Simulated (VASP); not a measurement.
# Mg4O in VASP: relaxation of the atoms with PBEsol

Aim: the relaxation of the atoms of Mg4O with PBEsol.

Program: VASP 6.6.1. These are calculated values, not measurements. Logs are shortened: lines on timing, memory, paths and dates and some standing lists are left out, and cuts for length are marked.

**1. The cell of the first run**

The cell holds a slab with vacuum, 5 atoms: a = 3.188 Å, b = 5.108 Å, c = 19.136 Å, α = 90.00°, β = 90.00°, γ = 90.00°.

**2. Relaxation of the atoms, PBEsol**

INCAR reads:

```
SYSTEM = Mg4O
PREC = Accurate
ENCUT = 520
EDIFF = 1E-7
ISMEAR = 0
SIGMA = 0.1
LREAL = .FALSE.
LASPH = .TRUE.
NELM = 80
ALGO = Normal
ISIF = 2
LWAVE = .FALSE.
LCHARG = .FALSE.
LDIPOL = .TRUE.
IDIPOL = 3
DIPOL = 0.5 0.5 0.334
GGA = PS
IBRION = 2
NSW = 36
EDIFFG = -0.025
```

KPOINTS reads:

```
regular mesh
0
G
  8 5 1
  0 0 0
```

POSCAR reads:

```
Mg4O
1.0
    3.1881999939      0.0000000000      0.0000000000
    0.0000000000      5.1084658709      0.0000000000
    0.0000000000      0.0000000000     19.1358427726
Mg O
4 1
Selective dynamics
Direct
    0.0000000000      0.7500000000      0.2090318178  F F F
    0.5000000000      0.2500000000      0.2571276385  F F F
    0.5000000000      0.7500000000      0.3576109084  F F F
    0.0000000000      0.2500000000      0.3990335238  F F F
    0.2500000000      0.5000000000      0.4481560010  F F T
```

Potentials or basis: VASP PAW PBE potentials, release 64 (Mg, O).

Launch:

```sh
> cat potpaw_PBE.64/Mg/POTCAR potpaw_PBE.64/O/POTCAR > POTCAR
> mpirun -np 1 vasp_std > vasp.out
```

OUTCAR:

```text
SYSTEM = Mg4O
   PREC = Accurate
   ENCUT = 520
   EDIFF = 1E-7
   ISMEAR = 0
   LREAL = .FALSE.
   LASPH = .TRUE.
   NELM = 80
   ISIF = 2
   GGA = PS
   IBRION = 2
   NSW = 36
   EDIFFG = -0.025

 ion  position               nearest neighbor table
   1  0.000  0.750  0.209-   2 3.15   2 3.15   2 3.15   2 3.15   3 3.26   3 3.26
   2  0.500  0.250  0.257-   1 3.15   1 3.15   1 3.15   1 3.15   4 3.15   4 3.15   3 3.20   3 3.20

   3  0.500  0.750  0.358-   5 2.30   4 3.11   4 3.11   4 3.11   4 3.11   2 3.20   2 3.20   1 3.26
                             1 3.26
   4  0.000  0.250  0.399-   5 1.77   3 3.11   3 3.11   3 3.11   3 3.11   2 3.15   2 3.15
   5  0.250  0.500  0.448-   4 1.77   3 2.30

  LATTYP: Found a simple orthorhombic cell.
 ALAT       =     3.1881999939
 B/A-ratio  =     1.6023040840
 C/A-ratio  =     6.0020835610

  Lattice vectors:

 A1 = (   3.1881999939,   0.0000000000,   0.0000000000)
 A2 = (   0.0000000000,   5.1084658709,   0.0000000000)
 A3 = (   0.0000000000,   0.0000000000,  19.1358427726)

Analysis of symmetry for initial positions (statically):
=====================================================================
 Subroutine PRICEL returns:
 Original cell was already a primitive cell.

 Routine SETGRP: Setting up the symmetry group for a
 simple orthorhombic supercell.

 Subroutine GETGRP returns: Found  1 space group operations
 (whereof  1 operations were pure point group operations)
 out of a pool of  8 trial point group operations.

The static configuration has the point symmetry C_1 .

Analysis of symmetry for dynamics (positions and initial velocities):
=====================================================================
 Subroutine PRICEL returns:
 Original cell was already a primitive cell.

 Routine SETGRP: Setting up the symmetry group for a
 simple orthorhombic supercell.

 Subroutine GETGRP returns: Found  1 space group operations
 (whereof  1 operations were pure point group operations)
 out of a pool of  8 trial point group operations.

The dynamic configuration has the point symmetry C_1 .

Analysis of constrained symmetry for selective dynamics:
=====================================================================
 Subroutine PRICEL returns:
 Original cell was already a primitive cell.

 Routine SETGRP: Setting up the symmetry group for a
 simple orthorhombic supercell.

 Subroutine GETGRP returns: Found  1 space group operations
 (whereof  1 operations were pure point group operations)
 out of a pool of  8 trial point group operations.

The constrained configuration has the point symmetry C_1 .

 Subroutine INISYM returns: Found  1 space group operations
 (whereof  1 operations are pure point group operations),
 and found     1 'primitive' translations

----------------------------------------------------------------------------------------

                                     Primitive cell

  volume of cell :     311.6619

  direct lattice vectors                    reciprocal lattice vectors
     3.188199994  0.000000000  0.000000000     0.313656609  0.000000000  0.000000000
     0.000000000  5.108465871  0.000000000     0.000000000  0.195753486  0.000000000
     0.000000000  0.000000000 19.135842773     0.000000000  0.000000000  0.052257954

  length of vectors
     3.188199994  5.108465871 19.135842773     0.313656609  0.195753486  0.052257954

  position of ions in fractional coordinates (direct lattice)
     0.000000000  0.750000000  0.209031818
     0.500000000  0.250000000  0.257127639
     0.500000000  0.750000000  0.357610908
     0.000000000  0.250000000  0.399033524
     0.250000000  0.500000000  0.448156001

  ion indices of the primitive-cell ions
   primitive index   ion index
                 1           1
                 2           2
                 3           3
                 4           4
                 5           5

----------------------------------------------------------------------------------------

 KPOINTS: regular mesh

Automatic generation of k-mesh.
 Grid dimensions read from file:
 generate k-points for:    8    5    1

 Generating k-lattice:

  Cartesian coordinates                     Fractional coordinates (reciprocal lattice)
     0.039207076  0.000000000  0.000000000     0.125000000  0.000000000  0.000000000
     0.000000000  0.039150697  0.000000000     0.000000000  0.200000000  0.000000000
     0.000000000  0.000000000  0.052257954     0.000000000  0.000000000  1.000000000

  Length of vectors
     0.039207076  0.039150697  0.052257954

  Shift w.r.t. Gamma in fractional coordinates (k-lattice)
     0.000000000  0.000000000  0.000000000

 Subroutine IBZKPT returns following result:
 ===========================================

 Found     21 irreducible k-points:

 Following reciprocal coordinates:
            Coordinates               Weight
  0.000000  0.000000  0.000000      1.000000
  0.125000  0.000000  0.000000      2.000000
  0.250000  0.000000  0.000000      2.000000
  0.375000  0.000000  0.000000      2.000000
  0.500000  0.000000  0.000000      1.000000
  0.000000  0.200000  0.000000      2.000000
[... 13 lines left out ...]
  0.375000 -0.400000  0.000000      2.000000
  0.500000  0.400000  0.000000      2.000000
   k-points           NKPTS =     21   k-points in BZ     NKDIM =     21   number of bands    NBANDS=     11
   number of dos      NEDOS =    301   number of ions     NIONS =      5
   total plane-waves  NPLWV = 138240
   dimension x,y,z NGX =    24 NGY =   40 NGZ =  144
   dimension x,y,z NGXF=    48 NGYF=   80 NGZF=  288
   ions per type =               4   1
   NGX,Y,Z   is equivalent  to a cutoff of  12.51, 13.02, 12.51 a.u.
   NGXF,Y,Z  is equivalent  to a cutoff of  25.03, 26.03, 25.02 a.u.
 SYSTEM =  Mg4O
   PREC   = accura    normal or accurate (medium, high low for compatibility)
   ISTART =      0    job   : 0-new  1-cont  2-samecut
   ICHARG =      2    charge: 1-file 2-atom 10-const
   ISPIN  =      1    spin polarized calculation?
   LNONCOLLINEAR =      F non collinear calculations
   LSORBIT =      F    spin-orbit coupling
   LASPH  =      T    aspherical Exc in radial PAW
   ENCUT  =  520.0 eV  38.22 Ry    6.18 a.u.   5.93  9.50 35.58*2*pi/ulx,y,z
   NELM   =     80;   NELMIN=  2; NELMDL= -5     # of ELM steps
   EDIFF  = 0.1E-06   stopping-criterion for ELM
   LREAL  =      F    real-space projection
   EDIFFG = -.3E-01   stopping-criterion for IOM
   NSW    =     36    number of steps for IOM
   IBRION =      2    ionic relax: 0-MD 1-quasi-New 2-CG
   NFREE  =      1    steps in history (QN), initial steepest desc. (CG)
   ISIF   =      2    stress and relaxation
   ISYM   =      2    0-nonsym 1-usesym 2-fastsym
   POTIM  = 0.5000    time-step for ionic-motion
   TEBEG  =    0.0;   TEEND  =   0.0 temperature during run
   PSTRESS=    0.0 pullay stress
   NELECT =      14.0000    total number of electrons
   NUPDOWN=      -1.0000    fix difference up-down
   EMIN   =  10.00;   EMAX   =-10.00  energy-range for DOS
   EFERMI =   0.00;   METHOD = LEGACY
   ISMEAR =     0;   SIGMA  =   0.10  broadening in eV -4-tet -1-fermi 0-gaus
   EFERMI_NEDOS =   21; number of points for ismear=-14 and -15
   IALGO  =     38    algorithm
   IMIX   =      4    mixing-type and parameters
     AMIX     =   0.40;   BMIX     =  1.00
     AMIX_MAG =   1.60;   BMIX_MAG =  1.00
  volume/ion in A,a.u.               =      62.33       420.64
  Fermi-wavevector in a.u.,A,eV,Ry     =   0.581955  1.099736  4.607912  0.338672
  Thomas-Fermi vector in A             =   1.626667
   LORBIT       =      0    0 simple, 1 ext, 2 COOP (PROOUT), +10 PAW based schemes
   GGA     = PS    functional components
   LHFCALC =     F    Hartree Fock is set to
   AEXX    =    0.0000 exact exchange contribution
   IVDW    =     0    specifies the selected vdW correction
   LEPSILON=     F    determine dielectric tensor
   LRPA    =     F    only Hartree local field effects (RPA)
 conjugate gradient relaxation of ions
 non-spin polarized calculation
 Gauss-broadening in eV      SIGMA  =   0.10
  energy-cutoff  :      520.00
  volume of cell :      311.66
 maximum number of plane-waves:      8432
 NGX is ok and might be reduce to    24
   NGX = 11   NGY = 19   NGZ = 71

--------------------------------------- Ionic step        1  -------------------------------------------

 number of electron      13.9999997 magnetization

 Free energy of the ion-electron system (eV)
  ---------------------------------------------------
  ext. energy  EPLUGINS =         0.00000000
  ---------------------------------------------------
  free energy    TOTEN  =       -12.63499750 eV

  energy without entropy =      -12.61952371  energy(sigma->0) =      -12.62726061

------------------------ aborting loop because EDIFF is reached ----------------------------------------

  FORCE on cell =-STRESS in cart. coord.  units (eV):
  Direction    XX          YY          ZZ          XY          YZ          ZX
  --------------------------------------------------------------------------------------
  -------------------------------------------------------------------------------------
  Total        0.3780407     -0.9374416     -3.0600184      1.4804290      2.8720231      2.0006017
  in kB        1.9434147     -4.8191580    -15.7308058      7.6105231     14.7643683     10.2846039
  external PRESSURE =      -6.2021831 kB  Pullay stress =       0.0000000 kB
[... 104 lines left out ...]
--------------------------------------- Ionic step        4  -------------------------------------------

 number of electron      13.9999998 magnetization

 dipolmoment           0.000000      0.000000      0.187213 electrons x Angstroem

 Free energy of the ion-electron system (eV)
  ---------------------------------------------------
  ext. energy  EPLUGINS =         0.00000000
  ---------------------------------------------------
  free energy    TOTEN  =       -12.87670401 eV

  energy without entropy =      -12.85712571  energy(sigma->0) =      -12.86691486

 E-fermi :  -2.4058     XC(G=0):  -3.4905

 val. band max:       -2.4061470376   @ k =   0.0000   0.2000   0.0000
 cond. band min:      -2.3546267137   @ k =   0.0000   0.0000   0.0000
 fundamental gap:      0.0515203239
 Fermi energy:        -2.4058489541

 k-point     1 :       0.0000    0.0000    0.0000
  band No.  band energies     occupation
      1     -18.9493      2.00000
      2      -8.3614      2.00000
      3      -5.8546      2.00000
      4      -5.2519      2.00000
      5      -4.3657      2.00000
      6      -3.5368      2.00000
      7      -2.9298      2.00000
      8      -2.3546      0.46883
      9      -2.1635      0.00061
     10      -0.1517      0.00000
     11       0.5627      0.00000
[... 268 lines left out ...]
  band No.  band energies     occupation
      1     -18.7140      2.00000
      2      -5.6840      2.00000
      3      -5.0754      2.00000
      4      -4.5814      2.00000
      5      -3.8157      2.00000
      6      -3.4975      2.00000
      7      -2.7070      1.99998
      8      -2.4422      1.39290
      9      -1.1670      0.00000
     10      -0.7337      0.00000
     11       0.1331      0.00000

------------------------ aborting loop because EDIFF is reached ----------------------------------------

 vacuum level on the upper side and lower side of the slab       (xc-potential included)         1.004        -1.019

  FORCE on cell =-STRESS in cart. coord.  units (eV):
  Direction    XX          YY          ZZ          XY          YZ          ZX
  --------------------------------------------------------------------------------------
  -------------------------------------------------------------------------------------
  Total        1.4316246      2.9116957     -0.9888221      3.8511319      4.3428029      2.7377594
  in kB        7.3596320     14.9683152     -5.0832923     19.7977270     22.3252873     14.0741514
  external PRESSURE =       5.7482183 kB  Pullay stress =       0.0000000 kB
[... 20 lines left out ...]
  FREE ENERGIE OF THE ION-ELECTRON SYSTEM (eV)
  ---------------------------------------------------
  free  energy   TOTEN  =       -12.8767040104 eV

  energy  without entropy=      -12.8571257059  energy(sigma->0) =      -12.86691486

 reached required accuracy - stopping structural energy minimisation

 vacuum level on the upper side and lower side of the slab         3.266         1.187
```

Run time: 3.2 min. Hardware: 1 thread of Intel Xeon 6975P-C (Granite Rapids), shared host; peak memory 0.41 GiB.

What came out:

* Free energy: -12.8767 eV
* Energy gained by relaxing: 48.3 meV/atom
* Ionic steps: 4
* Band gap on the k mesh: zero (bands 7 and 8 overlap by 0.69 eV)

The path:
| step | energy change (eV) | largest force on free atoms (eV/Å) | pressure (GPa) |
| --- | --- | --- | --- |
| 1 | 0.0000 | 1.8219 | -0.62 |
| 2 | -0.1347 | 1.2335 | -0.27 |
| 3 | -0.2414 | 0.0682 | 0.52 |
| 4 | -0.2417 | 0.0017 | 0.57 |

Final structure:
```
Mg O
1.0
     3.18820    0.00000    0.00000
     0.00000    5.10847    0.00000
     0.00000    0.00000   19.13584
Mg O
4 1
Direct
  0.00000 0.75000 0.20903
  0.50000 0.25000 0.25713
  0.50000 0.75000 0.35761
  0.00000 0.25000 0.39903
  0.25000 0.50000 0.43451
```

Levels at points of the mesh, in eV from the Fermi level:
```csv
k point,band 3,band 4,band 5,band 6,band 7,band 8,band 9,band 10,band 11
"(0.00, 0.00, 0.00)",-3.45,-2.85,-1.96,-1.13,-0.52,0.05,0.24,2.25,2.97
"(0.50, 0.00, 0.00)",-2.70,-2.28,-1.94,-1.49,0.47,0.75,2.55,2.83,3.26
```

Caveat: the PAW data sets were made with another functional, which shifts forces and pressure a little.

The gap in the log of VASP goes by the Fermi energy; the results here count the filled bands.